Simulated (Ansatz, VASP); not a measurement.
Two plane-wave programs on Fe3Ge

```
Fe Ge
1.0
     3.72052    0.00000    0.00000
     0.00000    3.72052    0.00000
     0.00000    0.00000    3.72052
Fe Ge
3 1
Direct
  0.00000 0.50000 0.50000
  0.50000 0.50000 0.00000
  0.50000 0.00000 0.50000
  0.00000 0.00000 0.00000
```

Change from the starting cell: volume scaled by 1.05, start moments a quarter as large, PAW files.

Alike in both runs: task single point; functional PBEsol; k mesh 9 × 9 × 9; occupations fermi-dirac, width 0.03 eV; collinear spin.

|  | VASP | Ansatz |
| --- | --- | --- |
| version | VASP 6.6.1 | Ansatz 0.2.0 |
| potentials or method | VASP PAW PBE potentials, release 64 (Fe, Ge_d) | PAW with Ansatz's default frozen-core files, scalar-relativistic |
| plane-wave cutoff (eV) | 520 | 420 |
| valence electrons in the cell | 38 | 62 |

```csv
,VASP,Ansatz,Ansatz less VASP
pressure (GPa),-16.3,-16.5,-0.23
net moment per atom (μB),1.73,1.72,-0.003
size of the moment on the site where the two differ most (μB),2.35,2.37,+0.020
```

VASP's potentials were made for PBE, not for PBEsol. Site moments also hang on the region over which each program counts them. VASP's potentials hold 38 valence electrons a cell and Ansatz's 62, so a difference there can come from the potentials and not from the codes.
